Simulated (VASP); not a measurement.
Here is a VASP 6.6.1 calculation.

Contents of INCAR:

```
ALGO = Normal
EDIFF = 1E-6
ENCUT = 520
GGA = PS
ISIF = 2
ISMEAR = 0
LASPH = T
LCHARG = T
LELF = T
LREAL = F
LVHAR = T
LWAVE = F
NBANDS = 16
NELM = 60
PREC = Accurate
SIGMA = 0.05
```

Contents of KPOINTS:

```
k-points
0
Gamma
  10 10 10
```

The input POSCAR:

```
CdSe
1.0
    0.0000000000      3.0126296429      3.0126296429
    3.0126296429      0.0000000000      3.0126296429
    3.1807343770      3.1807343770     -0.1681047341
Cd Se
1 1
Direct
    0.0000000000      0.0000000000      0.0000000000
    0.7500000000      0.7500000000      0.7500000000
```

Potentials or basis: VASP PAW PBE potentials, release 64 (Cd, Se).

Command:

```bash
$ cat potpaw_PBE.64/Cd/POTCAR potpaw_PBE.64/Se/POTCAR > POTCAR
$ mpirun -np 1 vasp_std > vasp.out
```

Question: Estimate the band gap on the k mesh.

Answer: 0.34 eV.

Question: Predict the largest force.

Answer: 0.296 eV/Å.

Question: Predict the pressure.

Answer: -1.7 GPa.

Forces in eV/Å, atoms in the order of the input:
```
Cd   0.171  0.171 -0.171
Se  -0.171 -0.171  0.171
```

Caveat: the PAW data sets were made with another functional, which shifts forces and pressure a little.
